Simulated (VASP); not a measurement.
# Sn in VASP: a series of runs

Runs on Sn. Level: LDA. Tasks: electric field gradients.

Everything below comes from runs of VASP 6.6.1. Logs are shortened: lines on timing, memory, paths and dates and some standing lists are left out, and cuts for length are marked.

## 1. The cell of the first run

Symmetry: C2/c, No. 15, monoclinic system. Conventional cell: a = 3.181 Å, b = 8.206 Å, c = 4.418 Å, α = 90.00°, β = 110.29°, γ = 90.00°. Within 4.0 Å of Sn (site symmetry 2) lie 10 Sn at 3.01 to 3.79 Å.

## 2. Electric field gradients, LDA (equal xy, yz and zx shear strains of +1 %)

Contents of INCAR:

```
SYSTEM = Sn
PREC = Accurate
ENCUT = 520
EDIFF = 1E-8
ISMEAR = -1
SIGMA = 0.05
LREAL = .FALSE.
LASPH = .TRUE.
NELM = 80
ALGO = Normal
ISIF = 2
LWAVE = .FALSE.
LCHARG = .FALSE.
LEFG = .TRUE.
NBANDS = 21
KPAR = 4
```

Contents of KPOINTS:

```
Automatic mesh
0
G
  15 15 15
  0 0 0
```

Contents of POSCAR:

```
Sn
1.0
   -2.8933175000      2.9092240000      1.5906500000
    2.9092240000     -2.8933175000      1.5906500000
    2.9224760000      2.9224760000     -1.5614915000
Sn
2
Direct
    0.0000000000      0.0000000000      0.0000000000
    0.7500000000      0.2500000000      0.5000000000
```

Potentials or basis: VASP PAW LDA potentials, release 64 (Sn_d).

Started as:

```bash
$ cat potpaw_LDA.64/Sn_d/POTCAR > POTCAR
$ mpirun -np 4 vasp_std > vasp.out
```

OUTCAR:

```text
SYSTEM = Sn
   PREC = Accurate
   ENCUT = 520
   EDIFF = 1E-8
   ISMEAR = -1
   LREAL = .FALSE.
   LASPH = .TRUE.
   NELM = 80
   ISIF = 2

 ion  position               nearest neighbor table
   1  0.000  0.000  0.000-   2 3.01   2 3.01   2 3.03   2 3.03   2 3.75   2 3.75
   2  0.750  0.250  0.500-   1 3.01   1 3.01   1 3.03   1 3.03   1 3.75   1 3.75

  LATTYP: Found a base centered monoclinic cell.
 ALAT       =     3.1813795315
 B/A-ratio  =     2.5793945061
 C/A-ratio  =     1.3887506866
 COS(beta)  =    -0.3468037209

  Lattice vectors:

 A1 = (  -2.8933175000,   2.9092240000,   1.5906500000)
 A2 = (   2.9092240000,  -2.8933175000,   1.5906500000)
 A3 = (   2.9224760000,   2.9224760000,  -1.5614915000)

Analysis of symmetry for initial positions (statically):
=====================================================================
 Subroutine PRICEL returns:
 Original cell was already a primitive cell.

 Routine SETGRP: Setting up the symmetry group for a
 base centered monoclinic supercell.

 Subroutine GETGRP returns: Found  4 space group operations
 (whereof  2 operations were pure point group operations)
 out of a pool of  4 trial point group operations.

The static configuration has the point symmetry C_2 .
 The point group associated with its full space group is C_2h.

Analysis of symmetry for dynamics (positions and initial velocities):
=====================================================================
 Subroutine PRICEL returns:
 Original cell was already a primitive cell.

 Routine SETGRP: Setting up the symmetry group for a
 base centered monoclinic supercell.

 Subroutine GETGRP returns: Found  4 space group operations
 (whereof  2 operations were pure point group operations)
 out of a pool of  4 trial point group operations.

The dynamic configuration has the point symmetry C_2 .
 The point group associated with its full space group is C_2h.

 Subroutine INISYM returns: Found  4 space group operations
 (whereof  2 operations are pure point group operations),
 and found     1 'primitive' translations

----------------------------------------------------------------------------------------

                                     Primitive cell

  volume of cell :      54.0919

  direct lattice vectors                    reciprocal lattice vectors
    -2.893317500  2.909224000  1.590650000    -0.002417103  0.169921173  0.313499386
     2.909224000 -2.893317500  1.590650000     0.169921173 -0.002417103  0.313499386
     2.922476000  2.922476000 -1.561491500     0.170631957  0.170631957 -0.001706320

  length of vectors
     4.400572447  4.400572447  4.418143009     0.356596288  0.356596288  0.241316060

  position of ions in fractional coordinates (direct lattice)
     0.000000000  0.000000000  0.000000000
     0.750000000  0.250000000  0.500000000

  ion indices of the primitive-cell ions
   primitive index   ion index
                 1           1
                 2           2

----------------------------------------------------------------------------------------

 KPOINTS: Automatic mesh

Automatic generation of k-mesh.
 Grid dimensions read from file:
 generate k-points for:   15   15   15

 Generating k-lattice:

  Cartesian coordinates                     Fractional coordinates (reciprocal lattice)
    -0.000161140  0.011328078  0.020899959     0.066666667  0.000000000  0.000000000
     0.011328078 -0.000161140  0.020899959     0.000000000  0.066666667  0.000000000
     0.011375464  0.011375464 -0.000113755     0.000000000  0.000000000  0.066666667

  Length of vectors
     0.023773086  0.023773086  0.016087737

  Shift w.r.t. Gamma in fractional coordinates (k-lattice)
     0.000000000  0.000000000  0.000000000

 Subroutine IBZKPT returns following result:
 ===========================================

 Found    904 irreducible k-points:

 Following reciprocal coordinates:
            Coordinates               Weight
  0.000000  0.000000  0.000000      1.000000
  0.066667  0.000000  0.000000      4.000000
  0.133333  0.000000 -0.000000      4.000000
  0.200000  0.000000 -0.000000      4.000000
  0.266667  0.000000 -0.000000      4.000000
  0.333333  0.000000 -0.000000      4.000000
[... 16 lines left out ...]
  0.133333  0.133333  0.000000      2.000000
  0.200000  0.133333  0.000000      4.000000
 [... further k-points ...]
   k-points           NKPTS =    904   k-points in BZ     NKDIM =    904   number of bands    NBANDS=     21
   number of dos      NEDOS =    301   number of ions     NIONS =      2
   total plane-waves  NPLWV =  46656
   dimension x,y,z NGX =    36 NGY =   36 NGZ =   36
   dimension x,y,z NGXF=    72 NGYF=   72 NGZF=   72
   ions per type =               2
   NGX,Y,Z   is equivalent  to a cutoff of  13.60, 13.60, 13.55 a.u.
   NGXF,Y,Z  is equivalent  to a cutoff of  27.20, 27.20, 27.09 a.u.
 SYSTEM =  Sn
   PREC   = accura    normal or accurate (medium, high low for compatibility)
   ISTART =      0    job   : 0-new  1-cont  2-samecut
   ICHARG =      2    charge: 1-file 2-atom 10-const
   ISPIN  =      1    spin polarized calculation?
   LNONCOLLINEAR =      F non collinear calculations
   LSORBIT =      F    spin-orbit coupling
   LASPH  =      T    aspherical Exc in radial PAW
   ENCUT  =  520.0 eV  38.22 Ry    6.18 a.u.   8.18  8.18  8.21*2*pi/ulx,y,z
   NELM   =     80;   NELMIN=  2; NELMDL= -5     # of ELM steps
   EDIFF  = 0.1E-07   stopping-criterion for ELM
   LREAL  =      F    real-space projection
   EDIFFG = 0.1E-06   stopping-criterion for IOM
   NSW    =      0    number of steps for IOM
   IBRION =     -1    ionic relax: 0-MD 1-quasi-New 2-CG
   NFREE  =      0    steps in history (QN), initial steepest desc. (CG)
   ISIF   =      2    stress and relaxation
   ISYM   =      2    0-nonsym 1-usesym 2-fastsym
   POTIM  = 0.5000    time-step for ionic-motion
   TEBEG  =    0.0;   TEEND  =   0.0 temperature during run
   PSTRESS=    0.0 pullay stress
   NELECT =      28.0000    total number of electrons
   NUPDOWN=      -1.0000    fix difference up-down
   EMIN   =  10.00;   EMAX   =-10.00  energy-range for DOS
   EFERMI =   0.00;   METHOD = LEGACY
   ISMEAR =    -1;   SIGMA  =   0.05  broadening in eV -4-tet -1-fermi 0-gaus
   EFERMI_NEDOS =   21; number of points for ismear=-14 and -15
   IALGO  =     38    algorithm
   IMIX   =      4    mixing-type and parameters
     AMIX     =   0.40;   BMIX     =  1.00
     AMIX_MAG =   1.60;   BMIX_MAG =  1.00
  volume/ion in A,a.u.               =      27.05       182.52
  Fermi-wavevector in a.u.,A,eV,Ry     =   1.314468  2.483984 23.508500  1.727826
  Thomas-Fermi vector in A             =   2.444719
   LORBIT       =      0    0 simple, 1 ext, 2 COOP (PROOUT), +10 PAW based schemes
   GGA     = CA    functional components
   LHFCALC =     F    Hartree Fock is set to
   AEXX    =    0.0000 exact exchange contribution
   IVDW    =     0    specifies the selected vdW correction
   LEPSILON=     F    determine dielectric tensor
   LRPA    =     F    only Hartree local field effects (RPA)
 non-spin polarized calculation
  energy-cutoff  :      520.00
  volume of cell :       54.09
 maximum number of plane-waves:      1477
 NGX is ok and might be reduce to    36
   NGX = 17   NGY = 17   NGZ = 17

 number of electron      28.0000002 magnetization

 Free energy of the ion-electron system (eV)
  ---------------------------------------------------
  ext. energy  EPLUGINS =         0.00000000
  ---------------------------------------------------
  free energy    TOTEN  =        -8.97057240 eV

  energy without entropy =       -8.96288464  energy(sigma->0) =       -8.96672852

 E-fermi :   7.7314     XC(G=0): -10.5626

 val. band max:        7.7290190467   @ k =  -0.3333  -0.0000   0.2667
 cond. band min:       7.7321766639   @ k =  -0.4000   0.0667   0.2667
 fundamental gap:      0.0031576172
 Fermi energy:         7.7313986064

 k-point     1 :       0.0000    0.0000    0.0000
  band No.  band energies     occupation
      1     -13.8167      2.00000
      2     -13.7285      2.00000
      3     -13.6862      2.00000
      4     -13.6726      2.00000
      5     -13.5204      2.00000
      6     -13.5199      2.00000
[... 13 lines left out ...]
     20      17.7178      0.00000
     21      18.3644      0.00000
[... 529 lines left out ...]
 k-point    24 :       0.2000    0.1333    0.0000
  band No.  band energies     occupation
      1     -13.7748      2.00000
      2     -13.6401      2.00000
      3     -13.6326      2.00000
      4     -13.5856      2.00000
      5     -13.5808      2.00000
      6     -13.5642      2.00000
[... 13 lines left out ...]
     20      15.0330      0.00000
     21      15.9331      0.00000

 [... further k-points ...]

------------------------ aborting loop because EDIFF is reached ----------------------------------------

  FORCE on cell =-STRESS in cart. coord.  units (eV):
  Direction    XX          YY          ZZ          XY          YZ          ZX
  --------------------------------------------------------------------------------------
  -------------------------------------------------------------------------------------
  Total       -0.4966497     -0.4966497     -0.8169957     -0.0895871     -0.0958150     -0.0958151
  in kB      -14.7105274    -14.7105274    -24.1990238     -2.6535260     -2.8379947     -2.8379983
  external PRESSURE =     -17.8733595 kB  Pullay stress =       0.0000000 kB

 VOLUME and BASIS-vectors are now :
 -----------------------------------------------------------------------------
  energy-cutoff  :      520.00
  volume of cell :       54.09
      direct lattice vectors                 reciprocal lattice vectors
    -2.893317500  2.909224000  1.590650000    -0.002417103  0.169921173  0.313499386
     2.909224000 -2.893317500  1.590650000     0.169921173 -0.002417103  0.313499386
     2.922476000  2.922476000 -1.561491500     0.170631957  0.170631957 -0.001706320

 POSITION                                       TOTAL-FORCE (eV/Angst)
 -----------------------------------------------------------------------------------
      0.00000      0.00000      0.00000        -0.019274      0.019274      0.000000
      0.01856      2.91983      0.80990         0.019274     -0.019274     -0.000000
 -----------------------------------------------------------------------------------
    total drift:                               -0.000000      0.000000     -0.000000

  FREE ENERGIE OF THE ION-ELECTRON SYSTEM (eV)
  ---------------------------------------------------
  free  energy   TOTEN  =        -8.9705724042 eV

  energy  without entropy=       -8.9628846410  energy(sigma->0) =       -8.96672852

 Electric field gradients (V/A^2)
---------------------------------------------------------------------
 ion       V_xx      V_yy      V_zz      V_xy      V_xz      V_yz
---------------------------------------------------------------------
   1     -22.538   -22.538    45.076     0.161     2.148     2.148
   2     -22.538   -22.538    45.076     0.161     2.148     2.148
---------------------------------------------------------------------

 Electric field gradients after diagonalization (V/A^2)
 (convention: |V_zz| > |V_xx| > |V_yy|)
----------------------------------------------------------------------
 ion       V_xx      V_yy      V_zz     asymmetry (V_yy - V_xx)/ V_zz
----------------------------------------------------------------------
   1     -22.699   -22.514    45.213       0.004
   2     -22.699   -22.514    45.213       0.004
----------------------------------------------------------------------

           NMR quadrupolar parameters

 Cq : quadrupolar parameter    Cq=e*Q*V_zz/h
 eta: asymmetry parameters     (V_yy - V_xx)/ V_zz
 Q  : nuclear electric quadrupole moment in mb (millibarn)
----------------------------------------------------------------------
 ion       Cq(MHz)       eta       Q (mb)
----------------------------------------------------------------------
   1       0.109       0.004       1.000
   2       0.109       0.004       1.000
----------------------------------------------------------------------
```

It took 7.9 min on 4 MPI ranks of Oxide Virtual Turin-like, shared host; peak memory 0.79 GiB.

Results:

```yaml
Free_energy: -8.9706 eV
Pressure: -1.8 GPa
Largest_force: 0.027 eV/Å
Band_gap_on_the_k_mesh: zero (bands 14 and 15 overlap by 4.32 eV)
Largest_electric_field_gradient_by_atom: Sn +45.2 V/Å²
```

Forces in eV/Å, atoms in the order of the input:
```
Sn  -0.019  0.019  0.000
Sn   0.019 -0.019  0.000
```

Electric field gradients, principal values (V/Å²):
| atom | least | middle | greatest (by size) |
| --- | --- | --- | --- |
| 1 Sn | -22.514 | -22.699 | 45.213 |
| 2 Sn | -22.514 | -22.699 | 45.213 |

Caveat: the cell differs from its parent crystal (equal xy, yz and zx shear strains of +1 %); without QUAD_EFG the Cq values of the log hold for a quadrupole moment of 1 mb, not for the nuclei; spin-orbit coupling is left out, which moves the levels of the heavy elements.

## 3. Electric field gradients, LDA (equal xx and yy strain of +3 %)

Contents of INCAR:

```
ALGO = Normal
EDIFF = 1E-8
ENCUT = 400
GGA_COMPAT = F
ISIF = 2
ISMEAR = -1
LASPH = T
LCHARG = F
LEFG = T
LREAL = F
LWAVE = F
NBANDS = 21
NELM = 120
PREC = Accurate
SIGMA = 0.05
```

Contents of KPOINTS:

```
k-points
0
Gamma
  15 15 15
```

Contents of POSCAR:

```
Sn
1.0
   -3.0033255000      3.0033255000      1.5906500000
    3.0033255000     -3.0033255000      1.5906500000
    3.0033255000      3.0033255000     -1.5906500000
Sn
2
Direct
    0.0000000000      0.0000000000      0.0000000000
    0.7500000000      0.2500000000      0.5000000000
```

Potentials or basis: VASP PAW LDA potentials, release 64 (Sn_d).

Started as:

```bash
$ cat potpaw_LDA.64/Sn_d/POTCAR > POTCAR
$ mpirun -np 1 vasp_std > vasp.out
```

OUTCAR:

```text
EDIFF = 1E-8
   ENCUT = 400
   ISIF = 2
   ISMEAR = -1
   LASPH = T
   LREAL = F
   NELM = 120
   PREC = Accurate

 ion  position               nearest neighbor table
   1  0.000  0.000  0.000-   2 3.11   2 3.11   2 3.11   2 3.11
   2  0.750  0.250  0.500-   1 3.11   1 3.11   1 3.11   1 3.11

  LATTYP: Found a body centered tetragonal cell.
 ALAT       =     6.0066510000
 C/A-ratio  =     0.5296295723

  Lattice vectors:

 A1 = (  -3.0033255000,   3.0033255000,   1.5906500000)
 A2 = (   3.0033255000,  -3.0033255000,   1.5906500000)
 A3 = (   3.0033255000,   3.0033255000,  -1.5906500000)

Analysis of symmetry for initial positions (statically):
=====================================================================
 Subroutine PRICEL returns:
 Original cell was already a primitive cell.

 Routine SETGRP: Setting up the symmetry group for a
 body centered tetragonal supercell.

 Subroutine GETGRP returns: Found 16 space group operations
 (whereof  8 operations were pure point group operations)
 out of a pool of 16 trial point group operations.

The static configuration has the point symmetry D_2d.
 The point group associated with its full space group is D_4h.

Analysis of symmetry for dynamics (positions and initial velocities):
=====================================================================
 Subroutine PRICEL returns:
 Original cell was already a primitive cell.

 Routine SETGRP: Setting up the symmetry group for a
 body centered tetragonal supercell.

 Subroutine GETGRP returns: Found 16 space group operations
 (whereof  8 operations were pure point group operations)
[... 158 lines left out ...]
 k-point     1 :       0.0000    0.0000    0.0000
  band No.  band energies     occupation
      1     -14.4413      2.00000
      2     -14.4013      2.00000
      3     -14.3540      2.00000
      4     -14.3330      2.00000
      5     -14.1958      2.00000
      6     -14.1958      2.00000
[... 565 lines left out ...]
     20      13.9273      0.00000
     21      14.6749      0.00000

 [... further k-points ...]

------------------------ aborting loop because EDIFF is reached ----------------------------------------

  FORCE on cell =-STRESS in cart. coord.  units (eV):
  Direction    XX          YY          ZZ          XY          YZ          ZX
  --------------------------------------------------------------------------------------
  -------------------------------------------------------------------------------------
  Total       -1.6800500     -1.6800500     -1.4263044      0.0000000      0.0000000      0.0000000
  in kB      -46.9022165    -46.9022165    -39.8183609      0.0000000      0.0000000      0.0000000
  external PRESSURE =     -44.5409313 kB  Pullay stress =       0.0000000 kB

 VOLUME and BASIS-vectors are now :
 -----------------------------------------------------------------------------
  energy-cutoff  :      400.00
  volume of cell :       57.39
      direct lattice vectors                 reciprocal lattice vectors
    -3.003325500  3.003325500  1.590650000     0.000000000  0.166482121  0.314336906
     3.003325500 -3.003325500  1.590650000     0.166482121  0.000000000  0.314336906
     3.003325500  3.003325500 -1.590650000     0.166482121  0.166482121  0.000000000

 POSITION                                       TOTAL-FORCE (eV/Angst)
 -----------------------------------------------------------------------------------
      0.00000      0.00000      0.00000         0.000000     -0.000000     -0.000000
     -0.00000      3.00333      0.79532        -0.000000      0.000000      0.000000
 -----------------------------------------------------------------------------------
    total drift:                                0.000000     -0.000000      0.000000

  FREE ENERGIE OF THE ION-ELECTRON SYSTEM (eV)
  ---------------------------------------------------
  free  energy   TOTEN  =        -8.9086237138 eV

  energy  without entropy=       -8.9007263619  energy(sigma->0) =       -8.90467504

 Electric field gradients (V/A^2)
---------------------------------------------------------------------
 ion       V_xx      V_yy      V_zz      V_xy      V_xz      V_yz
---------------------------------------------------------------------
   1     -13.924   -13.924    27.848    -0.005    -0.004    -0.004
   2     -13.924   -13.924    27.848    -0.005    -0.004    -0.004
---------------------------------------------------------------------

 Electric field gradients after diagonalization (V/A^2)
 (convention: |V_zz| > |V_xx| > |V_yy|)
----------------------------------------------------------------------
 ion       V_xx      V_yy      V_zz     asymmetry (V_yy - V_xx)/ V_zz
----------------------------------------------------------------------
   1     -13.929   -13.919    27.848       0.000
   2     -13.929   -13.919    27.848       0.000
----------------------------------------------------------------------

           NMR quadrupolar parameters

 Cq : quadrupolar parameter    Cq=e*Q*V_zz/h
 eta: asymmetry parameters     (V_yy - V_xx)/ V_zz
 Q  : nuclear electric quadrupole moment in mb (millibarn)
----------------------------------------------------------------------
 ion       Cq(MHz)       eta       Q (mb)
----------------------------------------------------------------------
   1       0.067       0.000       1.000
   2       0.067       0.000       1.000
----------------------------------------------------------------------
```

Run time: 5.1 min. Hardware: 1 thread of AMD EPYC 9755, shared host; peak memory 0.25 GiB.

Results:

```yaml
Free_energy: -8.9086 eV
Pressure: -4.5 GPa
Band_gap_on_the_k_mesh: zero (bands 14 and 15 overlap by 3.82 eV)
Largest_electric_field_gradient_by_atom: Sn +27.8 V/Å²
```

Electric field gradients, principal values (V/Å²):
```csv
atom,least,middle,greatest (by size)
1 Sn,-13.919,-13.929,27.848
2 Sn,-13.919,-13.929,27.848
```

Caveat: the cell differs from its parent crystal (equal xx and yy strain of +3 %); the cell stands under tension; without QUAD_EFG the Cq values of the log hold for a quadrupole moment of 1 mb, not for the nuclei; spin-orbit coupling is left out, which moves the levels of the heavy elements.

[end of part 1 of 2]
